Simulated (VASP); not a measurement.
# CaO (P-1) in VASP: single point with PBE

Aim: the single point of CaO with PBE.

All numbers are computed with VASP 6.6.1; they aren't measurements. Logs are shortened: lines on timing, memory, paths and dates and some standing lists are left out, and cuts for length are marked.

## (1) The cell of the first run

The typed cell holds 2 atoms: a = 3.500 Å, b = 3.787 Å, c = 3.813 Å, α = 54.96°, β = 54.40°, γ = 54.39°.

## (2) Single point, PBE

The input, INCAR:

```
SYSTEM = CaO
ALGO = Normal ; EDIFF = 1E-6
ENCUT = 600 ; GGA = PE
GGA_COMPAT = .FALSE. ; ISIF = 2
ISMEAR = 1 ; LASPH = .TRUE.
LCHARG = .FALSE. ; LREAL = .FALSE.
LWAVE = .FALSE. ; NBANDS = 15
NELM = 120 ; PREC = Accurate
SIGMA = 0.13605693122994
```

The input, KPOINTS:

```
k-points
0
G
  2 2 2
  0 0 0
```

The input, POSCAR:

```
CaO
1.0
    0.3210314139      2.4688459805      2.4594226473
    2.7288391154      0.1596262008      2.6208278604
    2.7427341340      2.6441462121      0.1457311823
Ca O
1 1
Direct
    0.0000000000      0.0000000000      0.0000000000
    0.5000000000      0.5000000000      0.5000000000
```

Potentials or basis: VASP PAW PBE potentials, release 64 (Ca_sv, O).

Run with:

```console
> cat potpaw_PBE.64/Ca_sv/POTCAR potpaw_PBE.64/O/POTCAR > POTCAR
> mpirun -np 1 vasp_std > vasp.out
```

OUTCAR:

```text
SYSTEM = CaO
   EDIFF = 1E-6
   ENCUT = 600
   GGA = PE
   ISIF = 2
   ISMEAR = 1
   LASPH = .TRUE.
   LREAL = .FALSE.
   NELM = 120
   PREC = Accurate

 ion  position               nearest neighbor table
   1  0.000  0.000  0.000-   2 2.47   2 2.47   2 2.48   2 2.48
   2  0.500  0.500  0.500-   1 2.47   1 2.47   1 2.48   1 2.48

  Warning from LATTYP: Got some problem with cell dimensions!
  Tried to take original basis but could not verify dimensions!
  LATTYP: Found a triclinic cell.
 ALAT       =     3.3400726880
 B/A-ratio  =     1.0499808769
 C/A-ratio  =     1.0477539823
 COS(alpha) =     0.0041594511
 COS(beta)  =     0.3876488265
 COS(gamma) =     0.5210439034

  Lattice vectors:

 A1 = (   2.4078077015,  -2.3092197797,   0.1614052131)
 A2 = (  -0.0138950186,  -2.4845200113,   2.4750966781)
 A3 = (  -0.3210314139,  -2.4688459805,  -2.4594226473)

Analysis of symmetry for initial positions (statically):
=====================================================================
 Subroutine PRICEL returns:
 Original cell was already a primitive cell.

 Routine SETGRP: Setting up the symmetry group for a
 triclinic supercell.

 Subroutine GETGRP returns: Found  2 space group operations
 (whereof  2 operations were pure point group operations)
 out of a pool of  2 trial point group operations.

The static configuration has the point symmetry S_2 .

Analysis of symmetry for dynamics (positions and initial velocities):
=====================================================================
 Subroutine PRICEL returns:
 Original cell was already a primitive cell.

 Routine SETGRP: Setting up the symmetry group for a
 triclinic supercell.

 Subroutine GETGRP returns: Found  2 space group operations
 (whereof  2 operations were pure point group operations)
 out of a pool of  2 trial point group operations.

The dynamic configuration has the point symmetry S_2 .

 Subroutine INISYM returns: Found  2 space group operations
 (whereof  2 operations are pure point group operations),
 and found     1 'primitive' translations

----------------------------------------------------------------------------------------

                                     Primitive cell

  volume of cell :      31.2167

  direct lattice vectors                    reciprocal lattice vectors
     0.321031414  2.468845980  2.459422647    -0.221246752  0.217529750  0.217115878
     2.728839115  0.159626201  2.620827860     0.196794944 -0.214589049  0.189723370
     2.742734134  2.644146212  0.145731182     0.194698206  0.188040504 -0.214175178

  length of vectors
     3.499574460  3.786922512  3.812523744     0.378693309  0.347522182  0.345163192

  position of ions in fractional coordinates (direct lattice)
     0.000000000  0.000000000  0.000000000
     0.500000000  0.500000000  0.500000000

  ion indices of the primitive-cell ions
   primitive index   ion index
                 1           1
                 2           2

----------------------------------------------------------------------------------------

 KPOINTS: k-points

Automatic generation of k-mesh.
 Grid dimensions read from file:
 generate k-points for:    2    2    2

 Generating k-lattice:

  Cartesian coordinates                     Fractional coordinates (reciprocal lattice)
    -0.110623376  0.108764875  0.108557939     0.500000000  0.000000000 -0.000000000
     0.098397472 -0.107294525  0.094861685     0.000000000  0.500000000  0.000000000
     0.097349103  0.094020252 -0.107087589     0.000000000  0.000000000  0.500000000

  Length of vectors
     0.189346654  0.173761091  0.172581596

  Shift w.r.t. Gamma in fractional coordinates (k-lattice)
     0.000000000  0.000000000  0.000000000

 Subroutine IBZKPT returns following result:
 ===========================================

 Found      8 irreducible k-points:

 Following reciprocal coordinates:
            Coordinates               Weight
  0.000000  0.000000  0.000000      1.000000
  0.500000  0.000000 -0.000000      1.000000
 -0.000000  0.500000  0.000000      1.000000
  0.500000  0.500000 -0.000000      1.000000
  0.000000  0.000000  0.500000      1.000000
  0.500000  0.000000  0.500000      1.000000
  0.000000  0.500000  0.500000      1.000000
  0.500000  0.500000  0.500000      1.000000
   k-points           NKPTS =      8   k-points in BZ     NKDIM =      8   number of bands    NBANDS=     15
   number of dos      NEDOS =    301   number of ions     NIONS =      2
   total plane-waves  NPLWV =  25200
   dimension x,y,z NGX =    28 NGY =   30 NGZ =   30
   dimension x,y,z NGXF=    56 NGYF=   60 NGZF=   60
   ions per type =               1   1
   NGX,Y,Z   is equivalent  to a cutoff of  13.30, 13.17, 13.08 a.u.
   NGXF,Y,Z  is equivalent  to a cutoff of  26.60, 26.34, 26.16 a.u.
 SYSTEM =  CaO
   PREC   = accura    normal or accurate (medium, high low for compatibility)
   ISTART =      0    job   : 0-new  1-cont  2-samecut
   ICHARG =      2    charge: 1-file 2-atom 10-const
   ISPIN  =      1    spin polarized calculation?
   LNONCOLLINEAR =      F non collinear calculations
   LSORBIT =      F    spin-orbit coupling
   LASPH  =      T    aspherical Exc in radial PAW
   ENCUT  =  600.0 eV  44.10 Ry    6.64 a.u.   6.99  7.56  7.61*2*pi/ulx,y,z
   NELM   =    120;   NELMIN=  2; NELMDL= -5     # of ELM steps
   EDIFF  = 0.1E-05   stopping-criterion for ELM
   LREAL  =      F    real-space projection
   EDIFFG = 0.1E-04   stopping-criterion for IOM
   NSW    =      0    number of steps for IOM
   IBRION =     -1    ionic relax: 0-MD 1-quasi-New 2-CG
   NFREE  =      0    steps in history (QN), initial steepest desc. (CG)
   ISIF   =      2    stress and relaxation
   ISYM   =      2    0-nonsym 1-usesym 2-fastsym
   POTIM  = 0.5000    time-step for ionic-motion
   TEBEG  =    0.0;   TEEND  =   0.0 temperature during run
   PSTRESS=    0.0 pullay stress
   NELECT =      16.0000    total number of electrons
   NUPDOWN=      -1.0000    fix difference up-down
   EMIN   =  10.00;   EMAX   =-10.00  energy-range for DOS
   EFERMI =   0.00;   METHOD = LEGACY
   ISMEAR =     1;   SIGMA  =   0.14  broadening in eV -4-tet -1-fermi 0-gaus
   EFERMI_NEDOS =   21; number of points for ismear=-14 and -15
   IALGO  =     38    algorithm
   IMIX   =      4    mixing-type and parameters
     AMIX     =   0.40;   BMIX     =  1.00
     AMIX_MAG =   1.60;   BMIX_MAG =  1.00
  volume/ion in A,a.u.               =      15.61       105.33
  Fermi-wavevector in a.u.,A,eV,Ry     =   1.310145  2.475814 23.354114  1.716479
  Thomas-Fermi vector in A             =   2.440695
   LORBIT       =      0    0 simple, 1 ext, 2 COOP (PROOUT), +10 PAW based schemes
   GGA     = PE    functional components
   LHFCALC =     F    Hartree Fock is set to
   AEXX    =    0.0000 exact exchange contribution
   IVDW    =     0    specifies the selected vdW correction
   LEPSILON=     F    determine dielectric tensor
   LRPA    =     F    only Hartree local field effects (RPA)
 non-spin polarized calculation
 Methfessel and Paxton  Order N= 1 SIGMA  =   0.14
  energy-cutoff  :      600.00
  volume of cell :       31.22
 maximum number of plane-waves:      1050
 NGX is ok and might be reduce to    28
   NGX = 13   NGY = 15   NGZ = 15

 number of electron      16.0000001 magnetization

 Free energy of the ion-electron system (eV)
  ---------------------------------------------------
  ext. energy  EPLUGINS =         0.00000000
  ---------------------------------------------------
  free energy    TOTEN  =       -12.18979365 eV

  energy without entropy =      -12.19082163  energy(sigma->0) =      -12.19013631

 E-fermi :   2.5029     XC(G=0):  -9.8736

 val. band max:        2.3887707981   @ k =   0.0000   0.0000   0.0000
 cond. band min:       5.2508691647   @ k =   0.5000   0.5000  -0.0000
 fundamental gap:      2.8620983666
 Fermi energy:         2.5029332814

 k-point     1 :       0.0000    0.0000    0.0000
  band No.  band energies     occupation
      1     -36.6014      2.00000
      2     -17.4500      2.00000
      3     -17.3963      2.00000
      4     -17.3906      2.00000
      5     -13.2312      2.00000
      6       1.8084      2.00000
      7       2.1443      2.00124
      8       2.3888      1.99876
      9       5.3533      0.00000
     10       7.0115      0.00000
     11       7.3536      0.00000
     12       8.4072      0.00000
     13       8.9603      0.00000
     14       9.1994      0.00000
     15      16.2915      0.00000

 k-point     2 :       0.5000    0.0000   -0.0000
  band No.  band energies     occupation
      1     -36.5087      2.00000
      2     -18.1336      2.00000
      3     -17.4900      2.00000
      4     -17.4780      2.00000
      5     -12.4496      2.00000
      6      -0.2986      2.00000
      7       0.4944      2.00000
      8       0.8864      2.00000
      9       8.2690      0.00000
     10       9.4399      0.00000
     11       9.6705      0.00000
     12      10.0101      0.00000
     13      10.9777      0.00000
     14      11.3584      0.00000
     15      15.6969      0.00000

 k-point     3 :      -0.0000    0.5000    0.0000
  band No.  band energies     occupation
      1     -36.5345      2.00000
      2     -18.0940      2.00000
      3     -17.5056      2.00000
      4     -17.3816      2.00000
      5     -12.4662      2.00000
      6      -0.3962      2.00000
      7       0.7471      2.00000
      8       1.4220      2.00000
      9       7.6865      0.00000
     10       9.1200      0.00000
     11       9.4418      0.00000
     12      10.0803      0.00000
     13      10.8511      0.00000
     14      11.2551      0.00000
     15      14.5128      0.00000
[... 55 lines left out ...]
 k-point     7 :       0.0000    0.5000    0.5000
  band No.  band energies     occupation
      1     -36.5149      2.00000
      2     -17.9473      2.00000
      3     -17.5604      2.00000
      4     -17.4414      2.00000
      5     -12.9481      2.00000
      6       0.5591      2.00000
      7       1.7015      2.00000
      8       1.7526      2.00000
      9       5.4210      0.00000
     10       8.5716      0.00000
     11       9.6233      0.00000
     12       9.9837      0.00000
     13      10.5179      0.00000
     14      11.9129      0.00000
     15      13.9016      0.00000

 k-point     8 :       0.5000    0.5000    0.5000
  band No.  band energies     occupation
      1     -36.5623      2.00000
      2     -17.9818      2.00000
      3     -17.4767      2.00000
      4     -17.3897      2.00000
      5     -12.4837      2.00000
      6      -0.5235      2.00000
      7       1.2098      2.00000
      8       1.6899      2.00000
      9       7.7250      0.00000
     10       8.5096      0.00000
     11       9.5800      0.00000
     12       9.6468      0.00000
     13      10.6161      0.00000
     14      11.2046      0.00000
     15      13.5903      0.00000

------------------------ aborting loop because EDIFF is reached ----------------------------------------

  FORCE on cell =-STRESS in cart. coord.  units (eV):
  Direction    XX          YY          ZZ          XY          YZ          ZX
  --------------------------------------------------------------------------------------
  -------------------------------------------------------------------------------------
  Total       -1.4555661     -1.3851519     -1.3748473     -1.9491946     -0.3658330     -1.7914574
  in kB      -74.7060504    -71.0920855    -70.5632058   -100.0412340    -18.7761582    -91.9454649
  external PRESSURE =     -72.1204472 kB  Pullay stress =       0.0000000 kB

 VOLUME and BASIS-vectors are now :
 -----------------------------------------------------------------------------
  energy-cutoff  :      600.00
  volume of cell :       31.22
      direct lattice vectors                 reciprocal lattice vectors
     0.321031414  2.468845980  2.459422647    -0.221246752  0.217529750  0.217115878
     2.728839115  0.159626201  2.620827860     0.196794944 -0.214589049  0.189723370
     2.742734134  2.644146212  0.145731182     0.194698206  0.188040504 -0.214175178

 POSITION                                       TOTAL-FORCE (eV/Angst)
 -----------------------------------------------------------------------------------
      0.00000      0.00000      0.00000         0.000000      0.000000     -0.000000
      2.89630      2.63631      2.61299         0.000000     -0.000000      0.000000
 -----------------------------------------------------------------------------------
    total drift:                                0.000000      0.000000      0.000000

  FREE ENERGIE OF THE ION-ELECTRON SYSTEM (eV)
  ---------------------------------------------------
  free  energy   TOTEN  =       -12.1897936498 eV

  energy  without entropy=      -12.1908216309  energy(sigma->0) =      -12.19013631
```

Wall time 9.3 s (1 thread of Intel Xeon Platinum 8375C at 2.90GHz (Ice Lake), shared host); peak memory 0.16 GiB.

What came out:

* Free energy: -12.1898 eV
* Pressure: -7.2 GPa
* Band gap on the k mesh: 2.86 eV (least direct gap 2.96 eV)

Caveat: the k points lie up to 1.19 Å⁻¹ apart. A k mesh can miss the band edges.
